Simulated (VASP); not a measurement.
# Pt (P-1) in VASP: notebook

Runs on Pt. Level: PBEsol. Tasks: single point.

Program: VASP 6.6.1. These are calculated values, not measurements. Logs are shortened: lines on timing, memory, paths and dates and some standing lists are left out, and cuts for length are marked.

### 1 The cell of the first run

The typed cell holds 2 atoms: a = 2.695 Å, b = 2.703 Å, c = 4.759 Å, α = 90.14°, β = 90.02°, γ = 119.90°.

### 2 Single point, PBEsol

Contents of INCAR:

```
  PREC = Accurate
  ENCUT = 520
  EDIFF = 1E-6
  ISMEAR = 1
  SIGMA = 0.1
  LREAL = False
  LASPH = True
  NELM = 100
  ALGO = Normal
  ISIF = 2
  LWAVE = False
  LCHARG = False
  GGA = PS
  NBANDS = 17
```

Contents of KPOINTS:

```
Automatic mesh
0
Gamma
  7 7 4
```

Contents of POSCAR:

```
Pt
1.0
    2.6947183511      0.0001205192     -0.0003591743
   -1.3472550301      2.3430646228     -0.0033726776
   -0.0006261634     -0.0071253807      4.7589420146
Pt
2
Direct
    0.6557512501      0.3241620910      0.7305714677
    0.3272975739      0.7160998683      0.2285846453
```

Potentials or basis: VASP PAW PBE potentials, release 64 (Pt).

On the command line:

```bash
> cat potpaw_PBE.64/Pt/POTCAR > POTCAR
> mpirun -np 1 vasp_std > vasp.out
```

OUTCAR:

```text
PREC = Accurate
   ENCUT = 520
   EDIFF = 1E-6
   ISMEAR = 1
   LREAL = False
   LASPH = True
   NELM = 100
   ISIF = 2
   GGA = PS

 ion  position               nearest neighbor table
   1  0.656  0.324  0.731-   2 2.77   2 2.78   2 2.84   2 2.86   2 2.91   2 2.93
   2  0.327  0.716  0.229-   1 2.77   1 2.78   1 2.84   1 2.86   1 2.91   1 2.93

  LATTYP: Found a triclinic cell.
 ALAT       =     2.7029961039
 B/A-ratio  =     0.9969375738
 C/A-ratio  =     1.7606194042
 COS(alpha) =     0.0002649311
 COS(beta)  =     0.0027441765
 COS(gamma) =     0.4985462614

  Lattice vectors:

 A1 = (   1.3474633210,   2.3431851420,  -0.0037318519)
 A2 = (   2.6947183511,   0.0001205192,  -0.0003591743)
 A3 = (   0.0006261634,   0.0071253807,  -4.7589420146)

Analysis of symmetry for initial positions (statically):
=====================================================================
 Subroutine PRICEL returns:
 Original cell was already a primitive cell.

 Routine SETGRP: Setting up the symmetry group for a
 triclinic supercell.

 Subroutine GETGRP returns: Found  2 space group operations
 (whereof  1 operations were pure point group operations)
 out of a pool of  2 trial point group operations.

The static configuration has the point symmetry C_1 .
 The point group associated with its full space group is S_2 .

Analysis of symmetry for dynamics (positions and initial velocities):
=====================================================================
 Subroutine PRICEL returns:
 Original cell was already a primitive cell.

 Routine SETGRP: Setting up the symmetry group for a
 triclinic supercell.

 Subroutine GETGRP returns: Found  2 space group operations
 (whereof  1 operations were pure point group operations)
 out of a pool of  2 trial point group operations.

The dynamic configuration has the point symmetry C_1 .
 The point group associated with its full space group is S_2 .

 Subroutine INISYM returns: Found  2 space group operations
 (whereof  1 operations are pure point group operations),
 and found     1 'primitive' translations

----------------------------------------------------------------------------------------

                                     Primitive cell

  volume of cell :      30.0482

  direct lattice vectors                    reciprocal lattice vectors
[... 79 lines left out ...]
   ISTART =      0    job   : 0-new  1-cont  2-samecut
   ICHARG =      2    charge: 1-file 2-atom 10-const
   ISPIN  =      1    spin polarized calculation?
   LNONCOLLINEAR =      F non collinear calculations
   LSORBIT =      F    spin-orbit coupling
   LASPH  =      T    aspherical Exc in radial PAW
   ENCUT  =  520.0 eV  38.22 Ry    6.18 a.u.   5.01  5.03  8.85*2*pi/ulx,y,z
   NELM   =    100;   NELMIN=  2; NELMDL= -5     # of ELM steps
   EDIFF  = 0.1E-05   stopping-criterion for ELM
   LREAL  =      F    real-space projection
   EDIFFG = 0.1E-04   stopping-criterion for IOM
   NSW    =      0    number of steps for IOM
   IBRION =     -1    ionic relax: 0-MD 1-quasi-New 2-CG
   NFREE  =      0    steps in history (QN), initial steepest desc. (CG)
   ISIF   =      2    stress and relaxation
   ISYM   =      2    0-nonsym 1-usesym 2-fastsym
   POTIM  = 0.5000    time-step for ionic-motion
   TEBEG  =    0.0;   TEEND  =   0.0 temperature during run
   PSTRESS=    0.0 pullay stress
   NELECT =      20.0000    total number of electrons
   NUPDOWN=      -1.0000    fix difference up-down
   EMIN   =  10.00;   EMAX   =-10.00  energy-range for DOS
   EFERMI =   0.00;   METHOD = LEGACY
   ISMEAR =     1;   SIGMA  =   0.10  broadening in eV -4-tet -1-fermi 0-gaus
   EFERMI_NEDOS =   21; number of points for ismear=-14 and -15
   IALGO  =     38    algorithm
   IMIX   =      4    mixing-type and parameters
     AMIX     =   0.40;   BMIX     =  1.00
     AMIX_MAG =   1.60;   BMIX_MAG =  1.00
  volume/ion in A,a.u.               =      15.02       101.39
  Fermi-wavevector in a.u.,A,eV,Ry     =   1.429372  2.701122 27.798141  2.043106
  Thomas-Fermi vector in A             =   2.549333
   LORBIT       =      0    0 simple, 1 ext, 2 COOP (PROOUT), +10 PAW based schemes
   GGA     = PS    functional components
   LHFCALC =     F    Hartree Fock is set to
   AEXX    =    0.0000 exact exchange contribution
   IVDW    =     0    specifies the selected vdW correction
   LEPSILON=     F    determine dielectric tensor
   LRPA    =     F    only Hartree local field effects (RPA)
 non-spin polarized calculation
 Methfessel and Paxton  Order N= 1 SIGMA  =   0.10
  energy-cutoff  :      520.00
  volume of cell :       30.05
 maximum number of plane-waves:       826
   NGX =  9   NGY =  9   NGZ = 17

 number of electron      19.9999998 magnetization

 Free energy of the ion-electron system (eV)
  ---------------------------------------------------
  ext. energy  EPLUGINS =         0.00000000
  ---------------------------------------------------
  free energy    TOTEN  =       -13.76250596 eV

  energy without entropy =      -13.76080050  energy(sigma->0) =      -13.76193747

 E-fermi :  11.1819     XC(G=0): -13.6421

 val. band max:       11.1811902538   @ k =   0.0000   0.4286   0.0000
 cond. band min:      11.1936473557   @ k =  -0.2857   0.2857   0.0000
 fundamental gap:      0.0124571019
 Fermi energy:        11.1818890813

 k-point     1 :       0.0000    0.0000    0.0000
  band No.  band energies     occupation
      1       0.8208      2.00000
      2       3.4557      2.00000
      3       6.6902      2.00000
      4       7.2716      2.00000
      5       7.4628      2.00000
      6       7.7071      2.00000
[... 457 lines left out ...]
      4       6.7524      2.00000
      5       7.4314      2.00000
      6       7.5928      2.00000
[... 9 lines left out ...]
     16      26.4553      0.00000
     17      26.8705      0.00000

 [... further k-points ...]
[... 5 lines left out ...]
  --------------------------------------------------------------------------------------
  -------------------------------------------------------------------------------------
  Total        0.2462240      0.4190463      0.8655080      0.0513379     -0.0097690      0.0013344
  in kB       13.1287326     22.3436608     46.1491228      2.7373519     -0.5208860      0.0711482
  external PRESSURE =      27.2071721 kB  Pullay stress =       0.0000000 kB

 VOLUME and BASIS-vectors are now :
 -----------------------------------------------------------------------------
  energy-cutoff  :      520.00
  volume of cell :       30.05
      direct lattice vectors                 reciprocal lattice vectors
     2.694718351  0.000120519 -0.000359174     0.371086803  0.213374313  0.000368303
    -1.347255030  2.343064623 -0.003372678    -0.000019002  0.426781466  0.000639001
    -0.000626163 -0.007125381  4.758942015     0.000027994  0.000318566  0.210131219

 POSITION                                       TOTAL-FORCE (eV/Angst)
 -----------------------------------------------------------------------------------
      1.32988      0.75441      3.47542         0.085844     -0.000791     -0.109374
     -0.08294      1.67628      1.08529        -0.085844      0.000791      0.109374
 -----------------------------------------------------------------------------------
    total drift:                               -0.000004      0.000002     -0.000000

  FREE ENERGIE OF THE ION-ELECTRON SYSTEM (eV)
  ---------------------------------------------------
  free  energy   TOTEN  =       -13.7625059610 eV

  energy  without entropy=      -13.7608004956  energy(sigma->0) =      -13.76193747
```

stdout:

```text
POSCAR found type information on POSCAR Pt
 POSCAR found :  1 types and       2 ions
 scaLAPACK will be used
 -----------------------------------------------------------------------------
|                                                                             |
|                                                                             |
|     You enforced a specific xc type in the INCAR file but a different       |
|     I HOPE YOU KNOW WHAT YOU ARE DOING!                                     |
|                                                                             |
 -----------------------------------------------------------------------------

 LDA part: xc-table for (Slater+PW92), standard interpolation
 POSCAR, INCAR and KPOINTS ok, starting setup
 FFT: planning ... GRIDC
 FFT: planning ... GRID_SOFT
 FFT: planning ... GRID
 WAVECAR not read
 entering main loop
```

Wall time 14 s (1 thread of Intel Xeon 6975P-C (Granite Rapids), shared host); peak memory 0.16 GiB.

Results:

| Quantity | Value |
| --- | --- |
| Free energy | -13.7625 eV |
| Pressure | 2.7 GPa |
| Largest force | 0.139 eV/Å |
| Band gap on the k mesh | zero (band 10 reaches 11.46 eV, above the bottom of band 11 at 10.40 eV) |

Forces on the atoms (eV/Å):
```
Pt   0.086 -0.001 -0.109
Pt  -0.086  0.001  0.109
```

Caveat: the k points lie up to 0.38 Å⁻¹ apart; the PAW data sets were made with another functional, which shifts forces and pressure a little; spin-orbit coupling is left out, which moves the levels of the heavy elements.

### 3 Single point, PBEsol

This run uses another cell than the first one, of 15.11 Å³/atom, 1.006 times its volume.

Contents of INCAR:

```
ALGO = Normal
EDIFF = 1E-6
ENCUT = 520
GGA = PS
ISIF = 2
ISMEAR = 1
LASPH = T
LCHARG = T
LELF = T
LREAL = F
LVHAR = T
LWAVE = F
NBANDS = 17
NELM = 60
PREC = Accurate
SIGMA = 0.1
```

Contents of KPOINTS:

```
k-points
0
Gamma
  7 7 4
```

Contents of POSCAR:

```
Pt
1.0
    2.6981238438      0.0003207810     -0.0003651218
   -1.3487850402      2.3464843151     -0.0034074964
   -0.0006371286     -0.0072112837      4.7731581951
Pt
2
Direct
    0.6561495187      0.3242333256      0.7304014173
    0.3268993053      0.7160286338      0.2287546957
```

Potentials or basis: VASP PAW PBE potentials, release 64 (Pt).

On the command line:

```bash
> cat potpaw_PBE.64/Pt/POTCAR > POTCAR
> mpirun -np 1 vasp_std > vasp.out
```

Run time: 15 s. Hardware: 1 thread of Intel Xeon 6975P-C (Granite Rapids), shared host; peak memory 0.16 GiB.

Results (log left out):

```
Free energy            : -13.7656 eV
Pressure               : 1.1 GPa
Largest force          : 0.121 eV/Å
Band gap on the k mesh : zero (band 10 reaches 11.35 eV, above the bottom of band 11 at 10.30 eV)
```

Forces in eV/Å, atoms in the order of the input:
```
Pt   0.085 -0.005 -0.087
Pt  -0.085  0.005  0.087
```

Stress tensor (GPa, compression positive):
```
-0.22  0.25  0.01
 0.25  0.51 -0.04
 0.01 -0.04  2.92
```

Levels at points of the mesh, in eV from the Fermi level:
```
           k point  band 6  band 7  band 8  band 9  band 10  band 11  band 12  band 13  band 14  band 15
(0.00, 0.00, 0.00)   -3.44   -3.37   -2.10   -1.49    -1.11    -0.53     0.02     4.74    15.01    15.34
(0.00, 0.00, 0.50)   -3.75   -3.74   -3.74   -0.95    -0.93    -0.77    -0.73    11.70    11.84    15.54
```

Caveat: the k points lie up to 0.38 Å⁻¹ apart; the PAW data sets were made with another functional, which shifts forces and pressure a little; spin-orbit coupling is left out, which moves the levels of the heavy elements.

### 4 Single point, PBEsol

This run uses another cell than the first one, of 15.22 Å³/atom, 1.013 times its volume.

Contents of INCAR:

```
SYSTEM = Pt
ALGO = Normal
EDIFF = 1E-6
ENCUT = 520
GGA = PS
ISIF = 2
ISMEAR = 1
LASPH = .TRUE.
LCHARG = .FALSE.
LREAL = .FALSE.
LWAVE = .FALSE.
NBANDS = 17
NELM = 100
PREC = Accurate
SIGMA = 0.1
```

Contents of KPOINTS:

```
k-points
0
G
  7 7 4
  0 0 0
```

Contents of POSCAR:

```
Pt
1.0
    2.6971926246      0.0008863026     -0.0003983349
   -1.3478315930      2.3475031522     -0.0037770688
   -0.0006975399     -0.0080213525      4.8060107467
Pt
2
Direct
    0.6576346177      0.3244292327      0.7292693537
    0.3254142063      0.7158327267      0.2298867593
```

Potentials or basis: VASP PAW PBE potentials, release 64 (Pt).

On the command line:

```bash
> cat potpaw_PBE.64/Pt/POTCAR > POTCAR
> mpirun -np 1 vasp_std > vasp.out
```

OUTCAR:

```text
SYSTEM = Pt
   EDIFF = 1E-6
   ENCUT = 520
   GGA = PS
   ISIF = 2
   ISMEAR = 1
   LASPH = .TRUE.
   LREAL = .FALSE.
   NELM = 100
   PREC = Accurate

 ion  position               nearest neighbor table
   1  0.658  0.324  0.729-   2 2.79   2 2.80   2 2.87   2 2.87   2 2.94   2 2.94
   2  0.325  0.716  0.230-   1 2.79   1 2.80   1 2.87   1 2.87   1 2.94   1 2.94

  LATTYP: Found a triclinic cell.
 ALAT       =     2.7084544779
 B/A-ratio  =     0.9958420278
 C/A-ratio  =     1.7744501635
 COS(alpha) =     0.0002933721
 COS(beta)  =     0.0030610660
 COS(gamma) =     0.4984884394

  Lattice vectors:
[... 653 lines left out ...]
      4       6.6017      2.00000
      5       7.2924      2.00000
      6       7.4019      2.00000
[... 9 lines left out ...]
     16      26.1961      0.00000
     17      26.5335      0.00000

 [... further k-points ...]
[... 5 lines left out ...]
  --------------------------------------------------------------------------------------
  -------------------------------------------------------------------------------------
  Total       -0.2589538     -0.2419673      0.0824180      0.0369570      0.0106370     -0.0001434
  in kB      -13.6316798    -12.7374842      4.3385951      1.9454682      0.5599483     -0.0075467
  external PRESSURE =      -7.3435230 kB  Pullay stress =       0.0000000 kB

 VOLUME and BASIS-vectors are now :
 -----------------------------------------------------------------------------
  energy-cutoff  :      520.00
  volume of cell :       30.44
      direct lattice vectors                 reciprocal lattice vectors
     2.697192625  0.000886303 -0.000398335     0.370685994  0.212832020  0.000409023
    -1.347831593  2.347503152 -0.003777069    -0.000139848  0.425905368  0.000710826
    -0.000697540 -0.008021353  4.806010747     0.000030614  0.000352361  0.208073369

 POSITION                                       TOTAL-FORCE (eV/Angst)
 -----------------------------------------------------------------------------------
      1.33598      0.75633      3.50339         0.081231     -0.013333      0.039133
     -0.08728      1.67886      1.10200        -0.081231      0.013333     -0.039133
 -----------------------------------------------------------------------------------
    total drift:                               -0.000004      0.000003     -0.000003

  FREE ENERGIE OF THE ION-ELECTRON SYSTEM (eV)
  ---------------------------------------------------
  free  energy   TOTEN  =       -13.7688313986 eV

  energy  without entropy=      -13.7679000512  energy(sigma->0) =      -13.76852095
```

OSZICAR:

```text
N       E                     dE             d eps       ncg     rms          rms(c)
DAV:   1     0.997119902283E+02    0.99712E+02   -0.10396E+04  3366   0.113E+03
DAV:   2    -0.128678544213E+02   -0.11258E+03   -0.10735E+03  3590   0.246E+02
DAV:   3    -0.146966687995E+02   -0.18288E+01   -0.18005E+01  4156   0.310E+01
DAV:   4    -0.147058489684E+02   -0.91802E-02   -0.91781E-02  4023   0.229E+00
DAV:   5    -0.147059375258E+02   -0.88557E-04   -0.88557E-04  4235   0.235E-01    0.186E+01
DAV:   6    -0.138704499901E+02    0.83549E+00   -0.12694E+00  3575   0.993E+00    0.949E+00
DAV:   7    -0.137780642846E+02    0.92386E-01   -0.24658E-01  4095   0.433E+00    0.304E+00
DAV:   8    -0.137694899650E+02    0.85743E-02   -0.26044E-02  3904   0.135E+00    0.876E-01
DAV:   9    -0.137688435413E+02    0.64642E-03   -0.68113E-04  3933   0.232E-01    0.189E-01
DAV:  10    -0.137688297406E+02    0.13801E-04   -0.29222E-05  4073   0.414E-02    0.131E-02
DAV:  11    -0.137688311118E+02   -0.13712E-05   -0.43720E-07  2825   0.511E-03    0.439E-03
DAV:  12    -0.137688313986E+02   -0.28682E-06   -0.11612E-07  1861   0.288E-03
   1 F= -.13768831E+02 E0= -.13768521E+02  d E =-.931347E-03
```

stdout:

```text
POSCAR found type information on POSCAR Pt
 POSCAR found :  1 types and       2 ions
 scaLAPACK will be used
 -----------------------------------------------------------------------------
|                                                                             |
|                                                                             |
|     You enforced a specific xc type in the INCAR file but a different       |
|     I HOPE YOU KNOW WHAT YOU ARE DOING!                                     |
|                                                                             |
 -----------------------------------------------------------------------------

 LDA part: xc-table for (Slater+PW92), standard interpolation
 POSCAR, INCAR and KPOINTS ok, starting setup
 FFT: planning ... GRIDC
 FFT: planning ... GRID_SOFT
 FFT: planning ... GRID
 WAVECAR not read
 entering main loop
```

Wall time 14 s (1 thread of Intel Xeon 6975P-C (Granite Rapids), shared host); peak memory 0.16 GiB.

Results:

| Item | Value |
| --- | --- |
| Free energy | -13.7688 eV |
| Pressure | -0.7 GPa |
| Largest force | 0.091 eV/Å |
| Band gap on the k mesh | zero (band 10 reaches 11.22 eV, above the bottom of band 11 at 10.19 eV) |

Forces on the atoms (eV/Å):
```
Pt   0.081 -0.013  0.039
Pt  -0.081  0.013 -0.039
```

Caveat: the k points lie up to 0.38 Å⁻¹ apart; the PAW data sets were made with another functional, which shifts forces and pressure a little; spin-orbit coupling is left out, which moves the levels of the heavy elements.

### 5 The runs side by side

```tsv
cell	gap on the mesh (eV)	pressure (GPa)	largest force (eV/Å)
a = 2.695, b = 2.703, c = 4.759 Å, angles 90.1, 90.0, 119.9°, 2 atoms	none	2.7	0.14
a = 2.698, b = 2.707, c = 4.773 Å, angles 90.1, 90.0, 119.9°, 2 atoms	none	1.1	0.12
a = 2.697, b = 2.707, c = 4.806 Å, angles 90.2, 90.0, 119.8°, 2 atoms	none	-0.7	0.09
```

Alike in all rows: task single point; level PBEsol; potentials or basis VASP PAW PBE potentials, release 64 (Pt); no spin polarisation; k mesh 7 × 7 × 4; cutoff (eV) 520; smearing methfessel-paxton 0.1 eV.

Caveats: all runs use coarse meshes; the PAW data sets were made with another functional, which shifts forces and pressure a little; spin-orbit coupling is left out, which moves the levels of the heavy elements.

Total energies depend on the potentials used, so only differences within one code and one set of settings carry meaning.
